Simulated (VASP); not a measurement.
# Cu (Pm-3m) in VASP: a series of runs

Cu is run at these levels: PBEsol; tasks: single point.

Program: VASP 6.6.1. These are calculated values, not measurements. Logs are shortened: lines on timing, memory, paths and dates and some standing lists are left out, and cuts for length are marked.

## (1) The cell of the first run

It takes space group Pm-3m (No. 221, cubic). Conventional cell: a = 1.946 Å, b = 1.946 Å, c = 1.946 Å, α = 90.00°, β = 90.00°, γ = 90.00°. Cu (site symmetry m-3m) has 6 Cu at 1.95 Å within 2.6 Å.

## (2) Single point, PBEsol

Input file INCAR:

```
PREC = Accurate ; ENCUT = 520
EDIFF = 1E-6 ; ISMEAR = -1
SIGMA = 0.08 ; LREAL = F
LASPH = T ; NELM = 100
ALGO = Normal ; ISIF = 2
LWAVE = F ; LCHARG = F
GGA = PS ; NBANDS = 12
```

Input file KPOINTS:

```
Automatic mesh
0
Gamma
  19 19 19
```

Input file POSCAR:

```
Cu
1.0
    1.9464456774      0.0000000000      0.0000000000
    0.0000000000      1.9464456774      0.0000000000
    0.0000000000      0.0000000000      1.9464456774
Cu
1
Direct
    0.0000000000      0.0000000000      0.0000000000
```

Potentials or basis: VASP PAW PBE potentials, release 64 (Cu).

The run is started by

```sh
$ cat potpaw_PBE.64/Cu/POTCAR > POTCAR
$ mpirun -np 1 vasp_std > vasp.out
```

OUTCAR:

```text
PREC = Accurate
   ENCUT = 520
   EDIFF = 1E-6
   ISMEAR = -1
   LREAL = F
   LASPH = T
   NELM = 100
   ISIF = 2
   GGA = PS

 ion  position               nearest neighbor table
   1  0.000  0.000  0.000-

  LATTYP: Found a simple cubic cell.
 ALAT       =     1.9464456774

  Lattice vectors:

 A1 = (   1.9464456774,   0.0000000000,   0.0000000000)
 A2 = (   0.0000000000,   1.9464456774,   0.0000000000)
 A3 = (   0.0000000000,   0.0000000000,   1.9464456774)

Analysis of symmetry for initial positions (statically):
=====================================================================
 Subroutine PRICEL returns:
 Original cell was already a primitive cell.

 Routine SETGRP: Setting up the symmetry group for a
 simple cubic supercell.

 Subroutine GETGRP returns: Found 48 space group operations
 (whereof 48 operations were pure point group operations)
 out of a pool of 48 trial point group operations.

The static configuration has the point symmetry O_h .

Analysis of symmetry for dynamics (positions and initial velocities):
=====================================================================
 Subroutine PRICEL returns:
 Original cell was already a primitive cell.

 Routine SETGRP: Setting up the symmetry group for a
 simple cubic supercell.

 Subroutine GETGRP returns: Found 48 space group operations
 (whereof 48 operations were pure point group operations)
 out of a pool of 48 trial point group operations.

The dynamic configuration has the point symmetry O_h .

 Subroutine INISYM returns: Found 48 space group operations
 (whereof 48 operations are pure point group operations),
 and found     1 'primitive' translations

----------------------------------------------------------------------------------------

                                     Primitive cell

  volume of cell :       7.3744

  direct lattice vectors                    reciprocal lattice vectors
     1.946445677  0.000000000  0.000000000     0.513756953  0.000000000  0.000000000
     0.000000000  1.946445677  0.000000000     0.000000000  0.513756953  0.000000000
     0.000000000  0.000000000  1.946445677     0.000000000  0.000000000  0.513756953

  length of vectors
     1.946445677  1.946445677  1.946445677     0.513756953  0.513756953  0.513756953

  position of ions in fractional coordinates (direct lattice)
     0.000000000  0.000000000  0.000000000
[... 75 lines left out ...]
   NELM   =    100;   NELMIN=  2; NELMDL= -5     # of ELM steps
   EDIFF  = 0.1E-05   stopping-criterion for ELM
   LREAL  =      F    real-space projection
   EDIFFG = 0.1E-04   stopping-criterion for IOM
   NSW    =      0    number of steps for IOM
   IBRION =     -1    ionic relax: 0-MD 1-quasi-New 2-CG
   NFREE  =      0    steps in history (QN), initial steepest desc. (CG)
   ISIF   =      2    stress and relaxation
   ISYM   =      2    0-nonsym 1-usesym 2-fastsym
   POTIM  = 0.5000    time-step for ionic-motion
   TEBEG  =    0.0;   TEEND  =   0.0 temperature during run
   PSTRESS=    0.0 pullay stress
   NELECT =      11.0000    total number of electrons
   NUPDOWN=      -1.0000    fix difference up-down
   EMIN   =  10.00;   EMAX   =-10.00  energy-range for DOS
   EFERMI =   0.00;   METHOD = LEGACY
   ISMEAR =    -1;   SIGMA  =   0.08  broadening in eV -4-tet -1-fermi 0-gaus
   EFERMI_NEDOS =   21; number of points for ismear=-14 and -15
   IALGO  =     38    algorithm
   IMIX   =      4    mixing-type and parameters
     AMIX     =   0.40;   BMIX     =  1.00
     AMIX_MAG =   1.60;   BMIX_MAG =  1.00
  volume/ion in A,a.u.               =       7.37        49.76
  Fermi-wavevector in a.u.,A,eV,Ry     =   1.870525  3.534779 47.604914  3.498863
  Thomas-Fermi vector in A             =   2.916323
   LORBIT       =      0    0 simple, 1 ext, 2 COOP (PROOUT), +10 PAW based schemes
   GGA     = PS    functional components
   LHFCALC =     F    Hartree Fock is set to
   AEXX    =    0.0000 exact exchange contribution
   IVDW    =     0    specifies the selected vdW correction
   LEPSILON=     F    determine dielectric tensor
   LRPA    =     F    only Hartree local field effects (RPA)
 non-spin polarized calculation
  energy-cutoff  :      520.00
  volume of cell :        7.37
 maximum number of plane-waves:       208
   NGX =  7   NGY =  7   NGZ =  7

 number of electron      11.0000002 magnetization

 Free energy of the ion-electron system (eV)
  ---------------------------------------------------
  ext. energy  EPLUGINS =         0.00000000
  ---------------------------------------------------
  free energy    TOTEN  =        -0.75777652 eV

  energy without entropy =       -0.75318371  energy(sigma->0) =       -0.75548011

 E-fermi :  15.0132     XC(G=0): -15.8131

 val. band max:       15.0072243752   @ k =   0.4211   0.2632   0.0000
 cond. band min:      15.0531312634   @ k =   0.4737   0.1579   0.1053
 fundamental gap:      0.0459068882
 Fermi energy:        15.0132256369

 k-point     1 :       0.0000    0.0000    0.0000
  band No.  band energies     occupation
      1       1.5776      2.00000
      2       6.9746      2.00000
      3       6.9746      2.00000
      4      13.2953      2.00000
      5      13.2953      2.00000
      6      13.2953      2.00000
      7      40.2691      0.00000
      8      40.2691      0.00000
      9      40.2691      0.00000
     10      45.4794      0.00000
     11      45.4794      0.00000
     12      52.8628      0.00000
[... 331 lines left out ...]
 k-point    24 :       0.3158    0.1053    0.0000
  band No.  band energies     occupation
      1       5.5518      2.00000
      2       7.7954      2.00000
      3       9.1864      2.00000
      4      11.8190      2.00000
      5      11.8486      2.00000
      6      13.2080      2.00000
      7      25.3263      0.00000
      8      39.7342      0.00000
      9      46.3035      0.00000
     10      46.5852      0.00000
     11      51.8571      0.00000
     12      56.5854      0.00000

 [... further k-points ...]
[... 5 lines left out ...]
  --------------------------------------------------------------------------------------
  -------------------------------------------------------------------------------------
  Total       13.4918774     13.4918774     13.4918774      0.0000000      0.0000000      0.0000000
  in kB     2931.2719083   2931.2719083   2931.2719083      0.0000000      0.0000000      0.0000000
  external PRESSURE =    2931.2719083 kB  Pullay stress =       0.0000000 kB

 VOLUME and BASIS-vectors are now :
 -----------------------------------------------------------------------------
  energy-cutoff  :      520.00
  volume of cell :        7.37
      direct lattice vectors                 reciprocal lattice vectors
     1.946445677  0.000000000  0.000000000     0.513756953  0.000000000  0.000000000
     0.000000000  1.946445677  0.000000000     0.000000000  0.513756953  0.000000000
     0.000000000  0.000000000  1.946445677     0.000000000  0.000000000  0.513756953

 POSITION                                       TOTAL-FORCE (eV/Angst)
 -----------------------------------------------------------------------------------
      0.00000      0.00000      0.00000         0.000000      0.000000      0.000000
 -----------------------------------------------------------------------------------
    total drift:                                0.000000     -0.000000     -0.000000

  FREE ENERGIE OF THE ION-ELECTRON SYSTEM (eV)
  ---------------------------------------------------
  free  energy   TOTEN  =        -0.7577765183 eV

  energy  without entropy=       -0.7531837074  energy(sigma->0) =       -0.75548011
```

It took 14 s on 1 thread of AMD EPYC 7R13, shared host; peak memory 0.09 GiB.

What came out:

```
Free energy : -0.7578 eV
Pressure    : 293.1 GPa
```

Levels at points of the mesh, in eV from the Fermi level:
| k point | band 3 | band 4 | band 5 | band 6 | band 7 | band 8 | band 9 | band 10 |
| --- | --- | --- | --- | --- | --- | --- | --- | --- |
| (0.00, 0.00, 0.00) | -8.04 | -1.72 | -1.72 | -1.72 | 25.26 | 25.26 | 25.26 | 30.47 |

Caveat: the PAW data sets were made with another functional, which shifts forces and pressure a little.

## (3) Single point, PBEsol

Input file INCAR:

```
PREC = Accurate
ENCUT = 520
EDIFF = 1E-6
ISMEAR = -1
SIGMA = 0.08
LREAL = False
LASPH = True
NELM = 80
ALGO = Normal
ISIF = 2
LWAVE = False
LCHARG = True
GGA = PS
LELF = True
LVHAR = True
NBANDS = 12
```

KPOINTS is that of step 2.

Input file POSCAR:

```
Cu
1.0
    1.9467209896      0.0000000000      0.0000000000
    0.0000000000      1.9467209896      0.0000000000
    0.0000000000      0.0000000000      1.9467209896
Cu
1
Direct
    0.0000000000      0.0000000000      0.0000000000
```

Potentials or basis: VASP PAW PBE potentials, release 64 (Cu).

The run is started by

```sh
$ cat potpaw_PBE.64/Cu/POTCAR > POTCAR
$ mpirun -np 1 vasp_std > vasp.out
```

Run time: 16 s. Hardware: 1 thread of AMD EPYC 7R13, shared host; peak memory 0.09 GiB.

It converged, with:

```yaml
Free_energy: -0.7635 eV
Pressure: 292.6 GPa
```

Levels at points of the mesh, in eV from the Fermi level:
```csv
k point,band 3,band 4,band 5,band 6,band 7,band 8,band 9,band 10
"(0.00, 0.00, 0.00)",-8.03,-1.72,-1.72,-1.72,25.25,25.25,25.25,30.46
```

Caveat: the PAW data sets were made with another functional, which shifts forces and pressure a little.
